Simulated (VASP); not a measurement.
# SiC (Moissanite) (P6_3mc) in VASP: notebook

The runs below take SiC (Moissanite) through single point, with PBE.

All numbers are computed with VASP 6.6.1; they aren't measurements. Logs are shortened: lines on timing, memory, paths and dates and some standing lists are left out, and cuts for length are marked.

### 1 The cell of the first run

It takes space group P6_3mc (No. 186, hexagonal). The conventional cell has a = 3.076 Å, b = 3.076 Å, c = 5.048 Å, α = 90.00°, β = 90.00°, γ = 120.00°. Si (site symmetry 3m) has 4 C at 1.88 to 1.90 Å within 2.5 Å. Within 2.5 Å of C (site symmetry 3m) lie 4 Si at 1.88 to 1.90 Å.

### 2 Single point, PBE

INCAR reads:

```
  PREC = Accurate
  ENCUT = 520
  EDIFF = 1E-7
  ISMEAR = -1
  SIGMA = 0.02
  LREAL = F
  LASPH = T
  NELM = 80
  ALGO = Normal
  ISIF = 2
  LWAVE = F
  LCHARG = T
  GGA = PE
  LELF = T
  LVHAR = T
  NBANDS = 16
```

KPOINTS reads:

```
regular mesh
0
Gamma
  16 16 9
```

POSCAR reads:

```
SiC
1.0
    3.0760000000      0.0000000000      0.0000000000
   -1.5380000000      2.6638941420      0.0000000000
    0.0000000000      0.0000000000      5.0480000000
Si C
2 2
Direct
    0.3333333333      0.6666666667      0.0044955126
    0.6666666667      0.3333333333      0.5044955126
    0.3333333333      0.6666666667      0.3805044874
    0.6666666667      0.3333333333      0.8805044874
```

Potentials or basis: VASP PAW PBE potentials, release 64 (Si, C).

Run with:

```bash
$ cat potpaw_PBE.64/Si/POTCAR potpaw_PBE.64/C/POTCAR > POTCAR
$ mpirun -np 1 vasp_std > vasp.out
```

OUTCAR:

```text
PREC = Accurate
   ENCUT = 520
   EDIFF = 1E-7
   ISMEAR = -1
   LREAL = F
   LASPH = T
   NELM = 80
   ISIF = 2
   GGA = PE

 ion  position               nearest neighbor table
   1  0.333  0.667  0.004-   4 1.88   4 1.88   4 1.88   3 1.90   2 3.09   2 3.09   2 3.09   2 3.09
                             2 3.09   2 3.09
   2  0.667  0.333  0.504-   3 1.88   3 1.88   3 1.88   4 1.90   1 3.09   1 3.09   1 3.09   1 3.09
                             1 3.09   1 3.09
   3  0.333  0.667  0.381-   2 1.88   2 1.88   2 1.88   1 1.90
   4  0.667  0.333  0.881-   1 1.88   1 1.88   1 1.88   2 1.90

  LATTYP: Found a hexagonal cell.
 ALAT       =     3.0760000000
 C/A-ratio  =     1.6410923277

  Lattice vectors:

 A1 = (   3.0760000000,   0.0000000000,   0.0000000000)
 A2 = (  -1.5380000000,   2.6638941420,   0.0000000000)
 A3 = (   0.0000000000,   0.0000000000,   5.0480000000)

Analysis of symmetry for initial positions (statically):
=====================================================================
 Subroutine PRICEL returns:
 Original cell was already a primitive cell.

 Routine SETGRP: Setting up the symmetry group for a
 hexagonal supercell.

 Subroutine GETGRP returns: Found 12 space group operations
 (whereof  6 operations were pure point group operations)
 out of a pool of 24 trial point group operations.

The static configuration has the point symmetry C_3v.
 The point group associated with its full space group is C_6v.

Analysis of symmetry for dynamics (positions and initial velocities):
=====================================================================
 Subroutine PRICEL returns:
 Original cell was already a primitive cell.

 Routine SETGRP: Setting up the symmetry group for a
 hexagonal supercell.

 Subroutine GETGRP returns: Found 12 space group operations
 (whereof  6 operations were pure point group operations)
 out of a pool of 24 trial point group operations.

The dynamic configuration has the point symmetry C_3v.
 The point group associated with its full space group is C_6v.

 Subroutine INISYM returns: Found 12 space group operations
 (whereof  6 operations are pure point group operations),
 and found     1 'primitive' translations

----------------------------------------------------------------------------------------

                                     Primitive cell

  volume of cell :      41.3640

  direct lattice vectors                    reciprocal lattice vectors
     3.076000000  0.000000000  0.000000000     0.325097529  0.187695146  0.000000000
    -1.538000000  2.663894142  0.000000000     0.000000000  0.375390292  0.000000000
     0.000000000  0.000000000  5.048000000     0.000000000  0.000000000  0.198098257

  length of vectors
     3.076000000  3.076000000  5.048000000     0.375390292  0.375390292  0.198098257

  position of ions in fractional coordinates (direct lattice)
     0.333333333  0.666666667  0.004495513
     0.666666667  0.333333333  0.504495513
     0.333333333  0.666666667  0.380504487
     0.666666667  0.333333333  0.880504487

  ion indices of the primitive-cell ions
   primitive index   ion index
                 1           1
                 2           2
                 3           3
                 4           4

----------------------------------------------------------------------------------------

 KPOINTS: regular mesh

Automatic generation of k-mesh.
 Grid dimensions read from file:
 generate k-points for:   16   16    9

 Generating k-lattice:

  Cartesian coordinates                     Fractional coordinates (reciprocal lattice)
     0.020318596  0.011730947  0.000000000     0.062500000  0.000000000  0.000000000
     0.000000000  0.023461893  0.000000000     0.000000000  0.062500000  0.000000000
     0.000000000  0.000000000  0.022010917     0.000000000  0.000000000  0.111111111

  Length of vectors
     0.023461893  0.023461893  0.022010917

  Shift w.r.t. Gamma in fractional coordinates (k-lattice)
     0.000000000  0.000000000  0.000000000

 Subroutine IBZKPT returns following result:
 ===========================================

 Found    150 irreducible k-points:

 Following reciprocal coordinates:
            Coordinates               Weight
  0.000000  0.000000  0.000000      1.000000
  0.062500  0.000000  0.000000      6.000000
  0.125000  0.000000  0.000000      6.000000
  0.187500  0.000000  0.000000      6.000000
  0.250000  0.000000  0.000000      6.000000
  0.312500 -0.000000  0.000000      6.000000
[... 16 lines left out ...]
  0.187500  0.187500  0.000000      6.000000
  0.250000  0.187500  0.000000     12.000000
 [... further k-points ...]
   k-points           NKPTS =    150   k-points in BZ     NKDIM =    150   number of bands    NBANDS=     16
   number of dos      NEDOS =    301   number of ions     NIONS =      4
   total plane-waves  NPLWV =  23040
   dimension x,y,z NGX =    24 NGY =   24 NGZ =   40
   dimension x,y,z NGXF=    48 NGYF=   48 NGZF=   80
   ions per type =               2   2
   NGX,Y,Z   is equivalent  to a cutoff of  12.97, 12.97, 13.17 a.u.
   NGXF,Y,Z  is equivalent  to a cutoff of  25.94, 25.94, 26.35 a.u.
 SYSTEM =  unknown system
   PREC   = accura    normal or accurate (medium, high low for compatibility)
   ISTART =      0    job   : 0-new  1-cont  2-samecut
   ICHARG =      2    charge: 1-file 2-atom 10-const
   ISPIN  =      1    spin polarized calculation?
   LNONCOLLINEAR =      F non collinear calculations
   LSORBIT =      F    spin-orbit coupling
   LASPH  =      T    aspherical Exc in radial PAW
   ENCUT  =  520.0 eV  38.22 Ry    6.18 a.u.   5.72  5.72  9.39*2*pi/ulx,y,z
   NELM   =     80;   NELMIN=  2; NELMDL= -5     # of ELM steps
   EDIFF  = 0.1E-06   stopping-criterion for ELM
   LREAL  =      F    real-space projection
   EDIFFG = 0.1E-05   stopping-criterion for IOM
   NSW    =      0    number of steps for IOM
   IBRION =     -1    ionic relax: 0-MD 1-quasi-New 2-CG
   NFREE  =      0    steps in history (QN), initial steepest desc. (CG)
   ISIF   =      2    stress and relaxation
   ISYM   =      2    0-nonsym 1-usesym 2-fastsym
   POTIM  = 0.5000    time-step for ionic-motion
   TEBEG  =    0.0;   TEEND  =   0.0 temperature during run
   PSTRESS=    0.0 pullay stress
   NELECT =      16.0000    total number of electrons
   NUPDOWN=      -1.0000    fix difference up-down
   EMIN   =  10.00;   EMAX   =-10.00  energy-range for DOS
   EFERMI =   0.00;   METHOD = LEGACY
   ISMEAR =    -1;   SIGMA  =   0.02  broadening in eV -4-tet -1-fermi 0-gaus
   EFERMI_NEDOS =   21; number of points for ismear=-14 and -15
   IALGO  =     38    algorithm
   IMIX   =      4    mixing-type and parameters
     AMIX     =   0.40;   BMIX     =  1.00
     AMIX_MAG =   1.60;   BMIX_MAG =  1.00
  volume/ion in A,a.u.               =      10.34        69.78
  Fermi-wavevector in a.u.,A,eV,Ry     =   1.192817  2.254098 19.358549  1.422813
  Thomas-Fermi vector in A             =   2.328847
   LORBIT       =      0    0 simple, 1 ext, 2 COOP (PROOUT), +10 PAW based schemes
   GGA     = PE    functional components
   LHFCALC =     F    Hartree Fock is set to
   AEXX    =    0.0000 exact exchange contribution
   IVDW    =     0    specifies the selected vdW correction
   LEPSILON=     F    determine dielectric tensor
   LRPA    =     F    only Hartree local field effects (RPA)
 non-spin polarized calculation
  energy-cutoff  :      520.00
  volume of cell :       41.36
 maximum number of plane-waves:      1132
 NGX is ok and might be reduce to    24
   NGX = 11   NGY = 11   NGZ = 19

 number of electron      16.0000000 magnetization

 Free energy of the ion-electron system (eV)
  ---------------------------------------------------
  ext. energy  EPLUGINS =         0.00000000
  ---------------------------------------------------
  free energy    TOTEN  =       -30.10346306 eV

  energy without entropy =      -30.10346306  energy(sigma->0) =      -30.10346306

 E-fermi :   8.6228     XC(G=0): -11.3502

 val. band max:        8.2570024193   @ k =   0.0000   0.0000   0.0000
 cond. band min:      10.6009154584   @ k =   0.3125   0.3125   0.0000
 fundamental gap:      2.3439130391
 Fermi energy:         8.6228063597

 k-point     1 :       0.0000    0.0000    0.0000
  band No.  band energies     occupation
      1      -7.3097      2.00000
      2      -3.7441      2.00000
      3      -0.4346      2.00000
      4       6.9408      2.00000
      5       6.9408      2.00000
      6       8.1537      2.00000
[... 8 lines left out ...]
     15      17.2135      0.00000
     16      19.6009      0.00000

 k-point     2 :       0.0625    0.0000    0.0000
  band No.  band energies     occupation
      1      -7.2418      2.00000
      2      -3.6861      2.00000
      3      -0.3719      2.00000
      4       6.5379      2.00000
      5       6.8177      2.00000
      6       7.9852      2.00000
[... 8 lines left out ...]
     15      17.3891      0.00000
     16      18.9798      0.00000

 k-point     3 :       0.1250    0.0000    0.0000
  band No.  band energies     occupation
      1      -7.0392      2.00000
      2      -3.5146      2.00000
      3      -0.1866      2.00000
      4       5.5625      2.00000
      5       6.5087      2.00000
      6       7.2937      2.00000
[... 8 lines left out ...]
     15      17.8322      0.00000
     16      18.1158      0.00000

 k-point     4 :       0.1875    0.0000    0.0000
  band No.  band energies     occupation
      1      -6.7050      2.00000
      2      -3.2392      2.00000
      3       0.1114      2.00000
      4       4.3574      2.00000
      5       6.1210      2.00000
      6       6.3485      2.00000
[... 8 lines left out ...]
     15      17.8782      0.00000
     16      18.3481      0.00000
[... 324 lines left out ...]
 k-point    22 :       0.4375    0.1250    0.0000
  band No.  band energies     occupation
      1      -3.8079      2.00000
      2      -2.4707      2.00000
      3       0.6892      2.00000
      4       2.0827      2.00000
      5       2.9351      2.00000
      6       3.9639      2.00000
[... 8 lines left out ...]
     15      18.7745      0.00000
     16      20.6831      0.00000

 k-point    23 :       0.1875    0.1875    0.0000
  band No.  band energies     occupation
      1      -5.5446      2.00000
      2      -2.4086      2.00000
      3       0.9545      2.00000
      4       2.6115      2.00000
      5       3.5894      2.00000
      6       4.9618      2.00000
[... 8 lines left out ...]
     15      18.9424      0.00000
     16      19.0696      0.00000

 k-point    24 :       0.2500    0.1875    0.0000
  band No.  band energies     occupation
      1      -4.9400      2.00000
      2      -2.1388      2.00000
      3       1.0323      2.00000
      4       2.4057      2.00000
      5       2.9855      2.00000
      6       4.1955      2.00000
[... 8 lines left out ...]
     15      18.7972      0.00000
     16      19.6828      0.00000

 [... further k-points ...]
[... 5 lines left out ...]
  --------------------------------------------------------------------------------------
  -------------------------------------------------------------------------------------
  Total        0.8822115      0.8822115      0.8424616      0.0000000      0.0000000     -0.0000000
  in kB       34.1712351     34.1712351     32.6315775      0.0000000      0.0000000     -0.0000000
  external PRESSURE =      33.6580159 kB  Pullay stress =       0.0000000 kB

 VOLUME and BASIS-vectors are now :
 -----------------------------------------------------------------------------
  energy-cutoff  :      520.00
  volume of cell :       41.36
      direct lattice vectors                 reciprocal lattice vectors
     3.076000000  0.000000000  0.000000000     0.325097529  0.187695146  0.000000000
    -1.538000000  2.663894142  0.000000000     0.000000000  0.375390292  0.000000000
     0.000000000  0.000000000  5.048000000     0.000000000  0.000000000  0.198098257

 POSITION                                       TOTAL-FORCE (eV/Angst)
 -----------------------------------------------------------------------------------
     -0.00000      1.77593      0.02269        -0.000000     -0.000000      0.018207
      1.53800      0.88796      2.54669         0.000000      0.000000      0.018207
     -0.00000      1.77593      1.92079        -0.000000     -0.000000     -0.018207
      1.53800      0.88796      4.44479         0.000000      0.000000     -0.018207
 -----------------------------------------------------------------------------------
    total drift:                               -0.000000     -0.000000     -0.000153

  FREE ENERGIE OF THE ION-ELECTRON SYSTEM (eV)
  ---------------------------------------------------
  free  energy   TOTEN  =       -30.1034630591 eV

  energy  without entropy=      -30.1034630591  energy(sigma->0) =      -30.10346306
```

Run time: 45 s. Hardware: 1 thread of Intel Xeon 6975P-C (Granite Rapids), shared host; peak memory 0.21 GiB.

Results:

```yaml
Free_energy: -30.1035 eV
Pressure: 3.4 GPa
Largest_force: 0.018 eV/Å
Band_gap_on_the_k_mesh: 2.34 eV, indirect (least direct gap 3.97 eV)
```

Forces in eV/Å, atoms in the order of the input:
```
Si   0.000  0.000  0.018
Si   0.000  0.000  0.018
C    0.000  0.000 -0.018
C    0.000  0.000 -0.018
```

A k mesh can miss the band edges.

### 3 Single point, PBE (volume scaled by 0.94, then relaxed in part)

INCAR reads:

```
PREC     = Accurate       # precision mode
ENCUT    = 520            # plane-wave cutoff, eV
EDIFF    = 1E-6           # SCF threshold, eV
ISMEAR   = -1             # smearing method
SIGMA    = 0.02           # smearing width, eV
LREAL    = False          # projectors in reciprocal space
LASPH    = True           # aspherical terms in the spheres
NELM     = 80             # most SCF steps
ALGO     = Normal         # electronic algorithm
ISIF     = 2              # what is computed and relaxed
LWAVE    = False          # write WAVECAR
LCHARG   = True           # write CHGCAR
GGA      = PE             # functional
LELF     = True           # ELF
LVHAR    = True         
NBANDS   = 16             # bands
```

KPOINTS reads:

```
Automatic mesh
0
Gamma
  16 16 9
```

POSCAR reads:

```
SiC
1.0
    3.0132068704      0.0000000000      0.0000000000
   -1.5066034352      2.6095136966      0.0000000000
    0.0000000000      0.0000000000      4.9449506768
Si C
2 2
Direct
    0.3333333333      0.6666666667      0.0046489736
    0.6666666667      0.3333333333      0.5046489736
    0.3333333333      0.6666666667      0.3803510264
    0.6666666667      0.3333333333      0.8803510264
```

Potentials or basis: VASP PAW PBE potentials, release 64 (Si, C).

Run with:

```bash
$ cat potpaw_PBE.64/Si/POTCAR potpaw_PBE.64/C/POTCAR > POTCAR
$ mpirun -np 1 vasp_std > vasp.out
```

Run time: 49 s. Hardware: 1 thread of AMD EPYC 9R45 (Zen 5), shared host; peak memory 0.18 GiB.

The run converged. Its results:

| Item | Value |
| --- | --- |
| Free energy | -29.9345 eV |
| Pressure | 19.1 GPa |
| Band gap on the k mesh | 2.22 eV, indirect (least direct gap 4.09 eV) |

Stress tensor (GPa, compression positive):
```
19.24  0.00  0.00
 0.00 19.24  0.00
 0.00  0.00 18.89
```

Levels at points of the mesh, in eV from the valence-band top:
| k point | band 4 | band 5 | band 6 | band 7 | band 8 | band 9 | band 10 | band 11 | band 12 | band 13 |
| --- | --- | --- | --- | --- | --- | --- | --- | --- | --- | --- |
| (0.00, 0.00, 0.00) | -1.35 | -1.35 | -0.12 | 0.00 | 0.00 | 5.33 | 6.86 | 7.04 | 7.04 | 8.29 |
| (0.50, 0.00, 0.00) | -6.44 | -5.65 | -3.47 | -3.45 | -1.21 | 2.88 | 4.28 | 7.36 | 7.37 | 10.60 |

 A k mesh can miss the band edges.

(Continued in part 2 of 2.)
